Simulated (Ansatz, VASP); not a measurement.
## SrCl2 in VASP and in Ansatz

```
CELL_PARAMETERS angstrom
0.00000 3.48550 3.48550
3.48550 0.00000 3.48550
3.48550 3.48550 0.00000
ATOMIC_POSITIONS crystal
Sr 0.00931 0.98405 0.01595
Cl 0.23849 0.26971 0.23029
Cl 0.73849 0.76971 0.73029
```

Change from the starting cell: mode 4 (130.3 1/cm) frozen in, largest displacement +0.113 Å.

Alike in both runs: task single point; functional PBEsol; k mesh 6 × 6 × 6; occupations gaussian, width 0.05 eV; no spin polarisation.

|  | VASP | Ansatz |
| --- | --- | --- |
| version | VASP 6.6.1 | Ansatz 0.2.0 |
| potentials or method | VASP PAW PBE potentials, release 64 (Sr_sv, Cl), cutoff 520 eV | scalar-relativistic, plane waves, PAW |
| valence electrons in the cell | 24 | 24 |

```tsv
	VASP	Ansatz	Ansatz less VASP
gap on the k mesh at the Fermi level (eV)	5.10	5.11	+0.007
least direct gap on the mesh (eV)	5.34	5.34	0.000
pressure (GPa)	-0.4	-0.5	-0.13
traceless stress, the component that is largest in VASP (GPa)	-0.24	-0.24	+0.005
rms of the force components (eV/Å)	0.218	0.212	-0.0063
```

VASP's potentials were made for PBE, not for PBEsol. Atom by atom the forces differ by 0.006 eV/Å (rms over components).
